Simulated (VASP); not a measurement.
# Cu (P6_3/mmc) in VASP: further runs

Aim: see how the results for Cu move with the level of theory and the settings. Levels: PBE, LDA. Tasks: relaxation of cell and atoms.

All numbers are computed with VASP 6.6.1; they aren't measurements. Logs are shortened: lines on timing, memory, paths and dates and some standing lists are left out, and cuts for length are marked.

### Step 1. The cell of the first run

It takes space group P6_3/mmc (No. 194, hexagonal). Conventional cell: a = 2.534 Å, b = 2.534 Å, c = 4.113 Å, α = 90.00°, β = 90.00°, γ = 120.00°. Cu (site symmetry -6m2) has 12 Cu at 2.52 to 2.53 Å within 3.3 Å.

### Step 2. Relaxation of cell and atoms, PBE

Input file INCAR:

```
SYSTEM = Cu
ALGO = Normal ; EDIFF = 1E-6
EDIFFG = -0.01 ; ENCUT = 600
GGA = PE ; IBRION = 2
ISIF = 3 ; ISMEAR = -1
LASPH = .True. ; LCHARG = .False.
LREAL = .False. ; LWAVE = .False.
NELM = 100 ; NSW = 60
PREC = Accurate ; SIGMA = 0.05
```

Input file KPOINTS:

```
k-points
0
Gamma
  12 12 7
  0 0 0
```

Input file POSCAR:

```
Cu
1.0
    2.5340966698      0.0000000000      0.0000000000
   -1.2670483349      2.1945920917      0.0000000000
    0.0000000000      0.0000000000      4.1125710000
Cu
2
Direct
    0.6666666667      0.3333333333      0.7500000000
    0.3333333333      0.6666666667      0.2500000000
```

Potentials or basis: VASP PAW PBE potentials, release 64 (Cu).

Launch:

```console
> cat potpaw_PBE.64/Cu/POTCAR > POTCAR
> mpirun -np 1 vasp_std > vasp.out
```

OUTCAR:

```text
SYSTEM = Cu
   EDIFF = 1E-6
   EDIFFG = -0.01
   ENCUT = 600
   GGA = PE
   IBRION = 2
   ISIF = 3
   ISMEAR = -1
   LASPH = .True.
   LREAL = .False.
   NELM = 100
   NSW = 60
   PREC = Accurate

 ion  position               nearest neighbor table
   1  0.667  0.333  0.750-   2 2.52   2 2.52   2 2.52   2 2.52   2 2.52   2 2.52
   2  0.333  0.667  0.250-   1 2.52   1 2.52   1 2.52   1 2.52   1 2.52   1 2.52

  LATTYP: Found a hexagonal cell.
 ALAT       =     2.5340966698
 C/A-ratio  =     1.6228942838

  Lattice vectors:

 A1 = (   2.5340966698,   0.0000000000,   0.0000000000)
 A2 = (  -1.2670483349,   2.1945920917,   0.0000000000)
 A3 = (   0.0000000000,   0.0000000000,   4.1125710000)

Analysis of symmetry for initial positions (statically):
=====================================================================
 Subroutine PRICEL returns:
 Original cell was already a primitive cell.

 Routine SETGRP: Setting up the symmetry group for a
 hexagonal supercell.

 Subroutine GETGRP returns: Found 24 space group operations
 (whereof 12 operations were pure point group operations)
 out of a pool of 24 trial point group operations.

The static configuration has the point symmetry D_3d.
 The point group associated with its full space group is D_6h.

Analysis of symmetry for dynamics (positions and initial velocities):
=====================================================================
 Subroutine PRICEL returns:
 Original cell was already a primitive cell.

 Routine SETGRP: Setting up the symmetry group for a
 hexagonal supercell.

 Subroutine GETGRP returns: Found 24 space group operations
 (whereof 12 operations were pure point group operations)
 out of a pool of 24 trial point group operations.

The dynamic configuration has the point symmetry D_3d.
 The point group associated with its full space group is D_6h.

 Subroutine INISYM returns: Found 24 space group operations
 (whereof 12 operations are pure point group operations),
 and found     1 'primitive' translations

----------------------------------------------------------------------------------------

                                     Primitive cell

  volume of cell :      22.8713

  direct lattice vectors                    reciprocal lattice vectors
     2.534096670  0.000000000  0.000000000     0.394617937  0.227832772  0.000000000
    -1.267048335  2.194592092  0.000000000     0.000000000  0.455665544  0.000000000
     0.000000000  0.000000000  4.112571000     0.000000000  0.000000000  0.243156896

  length of vectors
     2.534096670  2.534096670  4.112571000     0.455665544  0.455665544  0.243156896

  position of ions in fractional coordinates (direct lattice)
     0.666666667  0.333333333  0.750000000
     0.333333333  0.666666667  0.250000000

  ion indices of the primitive-cell ions
   primitive index   ion index
                 1           1
                 2           2

----------------------------------------------------------------------------------------

 KPOINTS: k-points

Automatic generation of k-mesh.
 Grid dimensions read from file:
 generate k-points for:   12   12    7

 Generating k-lattice:

  Cartesian coordinates                     Fractional coordinates (reciprocal lattice)
     0.032884828  0.018986064  0.000000000     0.083333333 -0.000000000  0.000000000
     0.000000000  0.037972129  0.000000000     0.000000000  0.083333333  0.000000000
     0.000000000  0.000000000  0.034736699     0.000000000  0.000000000  0.142857143

  Length of vectors
     0.037972129  0.037972129  0.034736699

  Shift w.r.t. Gamma in fractional coordinates (k-lattice)
     0.000000000  0.000000000  0.000000000

 Subroutine IBZKPT returns following result:
 ===========================================

 Found     76 irreducible k-points:

 Following reciprocal coordinates:
            Coordinates               Weight
  0.000000  0.000000  0.000000      1.000000
  0.083333  0.000000  0.000000      6.000000
  0.166667  0.000000  0.000000      6.000000
  0.250000 -0.000000  0.000000      6.000000
  0.333333 -0.000000  0.000000      6.000000
  0.416667 -0.000000  0.000000      6.000000
[... 16 lines left out ...]
  0.250000 -0.000000  0.142857     12.000000
  0.333333 -0.000000  0.142857     12.000000
 [... further k-points ...]
   k-points           NKPTS =     76   k-points in BZ     NKDIM =     76   number of bands    NBANDS=     15
   number of dos      NEDOS =    301   number of ions     NIONS =      2
   total plane-waves  NPLWV =  14400
   dimension x,y,z NGX =    20 NGY =   20 NGZ =   36
   dimension x,y,z NGXF=    40 NGYF=   40 NGZF=   72
   ions per type =               2
   NGX,Y,Z   is equivalent  to a cutoff of  13.12, 13.12, 14.55 a.u.
   NGXF,Y,Z  is equivalent  to a cutoff of  26.24, 26.24, 29.11 a.u.
 SYSTEM =  Cu
   PREC   = accura    normal or accurate (medium, high low for compatibility)
   ISTART =      0    job   : 0-new  1-cont  2-samecut
   ICHARG =      2    charge: 1-file 2-atom 10-const
   ISPIN  =      1    spin polarized calculation?
   LNONCOLLINEAR =      F non collinear calculations
   LSORBIT =      F    spin-orbit coupling
   LASPH  =      T    aspherical Exc in radial PAW
   ENCUT  =  600.0 eV  44.10 Ry    6.64 a.u.   5.06  5.06  8.21*2*pi/ulx,y,z
   NELM   =    100;   NELMIN=  2; NELMDL= -5     # of ELM steps
   EDIFF  = 0.1E-05   stopping-criterion for ELM
   LREAL  =      F    real-space projection
   EDIFFG = -.1E-01   stopping-criterion for IOM
   NSW    =     60    number of steps for IOM
   IBRION =      2    ionic relax: 0-MD 1-quasi-New 2-CG
   NFREE  =      1    steps in history (QN), initial steepest desc. (CG)
   ISIF   =      3    stress and relaxation
   ISYM   =      2    0-nonsym 1-usesym 2-fastsym
   POTIM  = 0.5000    time-step for ionic-motion
   TEBEG  =    0.0;   TEEND  =   0.0 temperature during run
   PSTRESS=    0.0 pullay stress
   NELECT =      22.0000    total number of electrons
   NUPDOWN=      -1.0000    fix difference up-down
   EMIN   =  10.00;   EMAX   =-10.00  energy-range for DOS
   EFERMI =   0.00;   METHOD = LEGACY
   ISMEAR =    -1;   SIGMA  =   0.05  broadening in eV -4-tet -1-fermi 0-gaus
   EFERMI_NEDOS =   21; number of points for ismear=-14 and -15
   IALGO  =     38    algorithm
   IMIX   =      4    mixing-type and parameters
     AMIX     =   0.40;   BMIX     =  1.00
     AMIX_MAG =   1.60;   BMIX_MAG =  1.00
  volume/ion in A,a.u.               =      11.44        77.17
  Fermi-wavevector in a.u.,A,eV,Ry     =   1.616041  3.053874 35.532800  2.611587
  Thomas-Fermi vector in A             =   2.710691
   LORBIT       =      0    0 simple, 1 ext, 2 COOP (PROOUT), +10 PAW based schemes
   GGA     = PE    functional components
   LHFCALC =     F    Hartree Fock is set to
   AEXX    =    0.0000 exact exchange contribution
   IVDW    =     0    specifies the selected vdW correction
   LEPSILON=     F    determine dielectric tensor
   LRPA    =     F    only Hartree local field effects (RPA)
 conjugate gradient relaxation of ions
 non-spin polarized calculation
  energy-cutoff  :      600.00
  volume of cell :       22.87
 maximum number of plane-waves:       774
   NGX = 11   NGY = 11   NGZ = 17

--------------------------------------- Ionic step        1  -------------------------------------------

 number of electron      21.9999991 magnetization

 Free energy of the ion-electron system (eV)
  ---------------------------------------------------
  ext. energy  EPLUGINS =         0.00000000
  ---------------------------------------------------
  free energy    TOTEN  =        -7.40038787 eV

  energy without entropy =       -7.39257208  energy(sigma->0) =       -7.39647997

------------------------ aborting loop because EDIFF is reached ----------------------------------------

  FORCE on cell =-STRESS in cart. coord.  units (eV):
  Direction    XX          YY          ZZ          XY          YZ          ZX
  --------------------------------------------------------------------------------------
  -------------------------------------------------------------------------------------
  Total        1.1452481      1.1452481      1.1937963      0.0000000      0.0000000      0.0000000
  in kB       80.2268536     80.2268536     83.6277506      0.0000000      0.0000000      0.0000000
  external PRESSURE =      81.3604859 kB  Pullay stress =       0.0000000 kB
[... 57 lines left out ...]
  energy  without entropy=       -7.4101983471  energy(sigma->0) =       -7.41454454

--------------------------------------- Ionic step        3  -------------------------------------------

 number of electron      22.0000018 magnetization

 Free energy of the ion-electron system (eV)
  ---------------------------------------------------
  ext. energy  EPLUGINS =         0.00000000
  ---------------------------------------------------
  free energy    TOTEN  =        -7.42872985 eV

  energy without entropy =       -7.42036648  energy(sigma->0) =       -7.42454817

 E-fermi :   7.3139     XC(G=0): -12.6168

 val. band max:        7.3125493672   @ k =   0.2500   0.2500   0.2857
 cond. band min:       7.3506118745   @ k =   0.5000  -0.0000   0.0000
 fundamental gap:      0.0380625073
 Fermi energy:         7.3138776364

 k-point     1 :       0.0000    0.0000    0.0000
  band No.  band energies     occupation
      1      -1.8539      2.00000
      2       2.3955      2.00000
      3       4.4033      2.00000
      4       4.4496      2.00000
      5       4.4496      2.00000
      6       4.6546      2.00000
      7       4.6546      2.00000
      8       4.9065      2.00000
      9       4.9065      2.00000
     10       5.6450      2.00000
     11       5.6450      2.00000
     12       6.4568      2.00000
     13      11.0959      0.00000
     14      28.4823      0.00000
     15      28.6899      0.00000
[... 397 lines left out ...]
 k-point    24 :       0.3333   -0.0000    0.1429
  band No.  band energies     occupation
      1       1.3720      2.00000
      2       3.1297      2.00000
      3       3.3962      2.00000
      4       3.9516      2.00000
      5       4.4498      2.00000
      6       4.5187      2.00000
      7       4.7663      2.00000
      8       5.4124      2.00000
      9       5.4417      2.00000
     10       5.4731      2.00000
     11       5.7392      2.00000
     12       9.9189      0.00000
     13      14.0745      0.00000
     14      15.0930      0.00000
     15      20.4320      0.00000

 [... further k-points ...]

------------------------ aborting loop because EDIFF is reached ----------------------------------------

  FORCE on cell =-STRESS in cart. coord.  units (eV):
  Direction    XX          YY          ZZ          XY          YZ          ZX
  --------------------------------------------------------------------------------------
  -------------------------------------------------------------------------------------
  Total        0.0177213      0.0177213     -0.0027998      0.0000000     -0.0000000      0.0000000
  in kB        1.1797430      1.1797430     -0.1863893      0.0000000     -0.0000000      0.0000000
  external PRESSURE =       0.7243656 kB  Pullay stress =       0.0000000 kB
[... 17 lines left out ...]
  FREE ENERGIE OF THE ION-ELECTRON SYSTEM (eV)
  ---------------------------------------------------
  free  energy   TOTEN  =        -7.4287298494 eV

  energy  without entropy=       -7.4203664826  energy(sigma->0) =       -7.42454817

 reached required accuracy - stopping structural energy minimisation
```

Run time: 92 s. Hardware: 1 thread of AMD EPYC 7R13, shared host; peak memory 0.13 GiB.

What came out:

```
Free energy                            : -7.4287 eV
Relaxed volume                         : 12.03 Å³/atom
Relaxed cell                           : a = 2.577 Å, b = 2.577 Å, c = 4.185 Å, α = 90.00°, β = 90.00°, γ = 120.00°
Space group after relaxing (to 0.05 Å) : P6_3/mmc (No. 194)
Energy gained by relaxing              : 14.2 meV/atom
Ionic steps                            : 3
Pressure after relaxing                : 0.1 GPa
Band gap on the k mesh                 : zero (band 11 reaches 11.28 eV, above the bottom of band 12 at 5.50 eV)
```

Step by step:
```csv
step,energy change (eV),largest force (eV/Å),pressure (GPa),volume (Å³)
1,0.0000,0.0000,8.14,22.87
2,-0.0185,0.0000,-4.00,24.85
3,-0.0283,0.0000,0.07,24.07
```

Final structure:
```cif
data_structure
_symmetry_space_group_name_H-M 'P 1'
_symmetry_Int_Tables_number 1
_cell_length_a 2.5769
_cell_length_b 2.5769
_cell_length_c 4.1850
_cell_angle_alpha 90.000
_cell_angle_beta 90.000
_cell_angle_gamma 120.000
_cell_volume 24.07
loop_
_atom_site_label
_atom_site_type_symbol
_atom_site_fract_x
_atom_site_fract_y
_atom_site_fract_z
_atom_site_occupancy
Cu1 Cu 0.66667 0.33333 0.75000 1
Cu2 Cu 0.33333 0.66667 0.25000 1
```

[end of part 1 of 2]
